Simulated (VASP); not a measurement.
Write the native input for VASP 6.6.1 that does the following.

- Task: single point
- Functional: BLYP
- Potentials or basis: VASP PAW PBE potentials, release 64 (Ge_d)
- Cutoff: 520 eV
- k mesh: 8 × 8 × 12
- Occupations: fermi-dirac, width 0.1 eV
- Spin: no spin polarisation
- Dipole correction: no
- Further INCAR settings: ALGO = Normal; EDIFF = 1e-06; NBANDS = 28

The structure of Ge lies in POSCAR:

```
Ge
1.0
    4.9313964596      0.0000000000      0.0000000000
   -2.4656982298      4.2707146101      0.0000000000
    0.0000000000      0.0000000000      2.8296048626
Ge
3
Direct
    0.0000000000      0.0000000000      0.0000000000
    0.3333333333      0.6666666667      0.5000000000
    0.6666666667      0.3333333333      0.5000000000
```

This cell differs from its parent crystal: volume scaled by 0.92.

One way to write it, as run:

INCAR

```
SYSTEM = Ge
PREC = Accurate
ENCUT = 520
EDIFF = 1E-6
ISMEAR = -1
SIGMA = 0.1
LREAL = .FALSE.
LASPH = .TRUE.
NELM = 80
ALGO = Normal
ISIF = 2
LWAVE = .FALSE.
LCHARG = .FALSE.
GGA = B5
ALDAX = 1.0
AGGAX = 1.0
AGGAC = 1.0
ALDAC = 0.0
NBANDS = 28
```

KPOINTS

```
regular mesh
0
G
  8 8 12
  0 0 0
```

Potentials or basis: VASP PAW PBE potentials, release 64 (Ge_d).

The run is started by

```bash
$ cat potpaw_PBE.64/Ge_d/POTCAR > POTCAR
$ mpirun -np 1 vasp_std > vasp.out
```

Results of the run:

```
Pressure               : 4.5 GPa
Band gap on the k mesh : zero (band 21 reaches 8.23 eV, above the bottom of band 22 at 3.80 eV)
```

Caveat: the PAW data sets were made with another functional, which shifts forces and pressure a little.

Wall time 51 s on 1 thread of Intel(R) Xeon(R) 6975P-C (Granite Rapids), with other jobs on the host, peak memory 0.23 GiB.
